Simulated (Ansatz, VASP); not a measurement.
## ReAg2Br6: VASP beside Ansatz

Contents of INCAR:

```
  PREC = Accurate
  ENCUT = 630
  EDIFF = 1E-6
  ISMEAR = 0
  SIGMA = 0.2243
  LREAL = False
  LASPH = True
  NELM = 200
  ALGO = Normal
  ISIF = 2
  LWAVE = False
  LCHARG = True
  LMAXMIX = 4
  LDAU = True
  LDAUTYPE = 2
  LDAUL = -1 -1 1
  LDAUU = 0 0 1.62
  LDAUJ = 0 0 0
  LDAUPRINT = 1
  GGA = PE
  LELF = True
  LVHAR = True
  NBANDS = 58
  GGA_COMPAT = False
```

Contents of KPOINTS:

```
Automatic mesh
0
Gamma
  3 3 3
```

Contents of POSCAR:

```
ReAg2Br6
1.0
    6.8592960000      0.0000000000      0.0000000000
   -3.4296480000      5.9403300000      0.0000000000
   -3.4296480000      1.9801100000      5.8196480000
Re Ag Br
1 2 6
Direct
    0.5000000000      0.5000000000      0.5001000000
    0.7657000000      0.2343000000      0.2970000000
    0.2343000000      0.7657000000      0.7030000000
    0.3721700000      0.2683300000      0.2564100000
    0.7316700000      0.8474300000      0.2564100000
    0.1525700000      0.6278300000      0.2564100000
    0.6278300000      0.7316700000      0.7435900000
    0.2683300000      0.1525700000      0.7435900000
    0.8474300000      0.3721700000      0.7435900000
```

Input for Ansatz:

```yaml
crystal:
  lattice:
    - [6.859296, 0.0, 0.0]
    - [-3.429648, 5.94033, 0.0]
    - [-3.429648, 1.98011, 5.819648]
  atoms:
    - { symbol: Re, position: [0.5, 0.5, 0.5001] }
    - { symbol: Ag, position: [0.7657, 0.2343, 0.297] }
    - { symbol: Ag, position: [0.2343, 0.7657, 0.703] }
    - { symbol: Br, position: [0.37217, 0.26833, 0.25641] }
    - { symbol: Br, position: [0.73167, 0.84743, 0.25641] }
    - { symbol: Br, position: [0.15257, 0.62783, 0.25641] }
    - { symbol: Br, position: [0.62783, 0.73167, 0.74359] }
    - { symbol: Br, position: [0.26833, 0.15257, 0.74359] }
    - { symbol: Br, position: [0.84743, 0.37217, 0.74359] }
  symmetry: { tolerance: 0.0003 }
kpoints:
  mp_grid: { grid: [3, 3, 3], shift: [0, 0, 0] }
magnetization:
  spin_polarized: false
scf:
  occupations: { method: gaussian, width: 0.2243 }
hamiltonian:
  pseudopotentials: { kind: paw }
  xc: pbe
  hubbard:
    projectors: all-electron-ortho-atomic
    sites: [{ species: Br, l: p, u_eff: 1.62 }]
basis:
  ecutwfc: "40.4 Ry"
output:
  forces: true
  stress: true
  eigenvalues: true
```

Alike in both runs: task single point; functional PBE; k mesh 3 × 3 × 3; occupations gaussian, width 0.2243 eV; no spin polarisation; Hubbard terms Br p U = 1.62 eV.

```csv
,VASP,Ansatz
version,VASP 6.6.1,Ansatz 0.2.0
potentials or method,"VASP PAW PBE potentials, release 64 (Re_sv_GW, Ag_sv_GW, Br), cutoff 630 eV",PAW plane waves
valence electrons in the cell,95,95
```

|  | VASP | Ansatz | Ansatz less VASP |
| --- | --- | --- | --- |
| gap on the k mesh at the Fermi level (eV) | none | none | - |
| pressure (GPa) | 2.9 | 3.5 | +0.55 |
| traceless stress, the component that is largest in VASP (GPa) | 0.21 | 0.25 | +0.034 |
| rms of the force components (eV/Å) | 0.292 | 0.330 | +0.0378 |

The programs project onto different local orbitals, so the same U acts differently, and such runs can settle in different states. Atom by atom the forces differ by 0.038 eV/Å (rms over components). A gap of «none» marks a metal or a gap that the smearing closes. Ansatz's warnings: filled band counts differ across k points, structure snapped to symmetry.

The k mesh is coarse, so the values compare programs but aren't converged. Spin-orbit coupling is off throughout.
